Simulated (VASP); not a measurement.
Runs of VASP 6.6.1 on KCl. Symmetry: F-43m, No. 216, cubic system. Conventional cell: a = 7.015 Å, b = 7.015 Å, c = 7.015 Å, α = 90.00°, β = 90.00°, γ = 90.00°. Within 4.0 Å of K (site symmetry -43m) lie 4 Cl at 3.04 Å. Cl (site symmetry -43m) has 4 K at 3.04 Å within 4.0 Å. 

```tsv
level	smearing	grid for exact exchange (PRECFOCK)	share of exact exchange	screening parameter	gap on the mesh (eV)	pressure (GPa)
r2SCAN	gaussian 0.01 eV	-	-	-	5.35	0.0
r2SCAN	gaussian 0.001 eV	-	-	-	5.35	0.0
PBE-based screened hybrid with 20 % exact exchange	gaussian 0.01 eV	Normal	0.2	0.5 1/Å	(a)	0.2
r2SCAN	methfessel-paxton 0.001 eV	-	-	-	5.35	0.0
r2SCAN	gaussian 0.5 eV	-	-	-	5.35	0.0
r2SCAN	methfessel-paxton 0.05 eV	-	-	-	5.35	0.0
```

Alike in all rows: task single point; potentials or basis VASP PAW PBE potentials, release 64 (K_sv, Cl); no spin polarisation; cell as given; k mesh 4 × 4 × 4; cutoff (eV) 520.

Q: Fill in the values left out.

A: (a) 5.28.

Caveats: the structure was generated, so it needn't be the stable form of KCl; the PAW data sets were made with another functional, which shifts forces and pressure a little; so wide a smearing shifts energies and pressures (at least some runs).

A k mesh can miss the band edges.
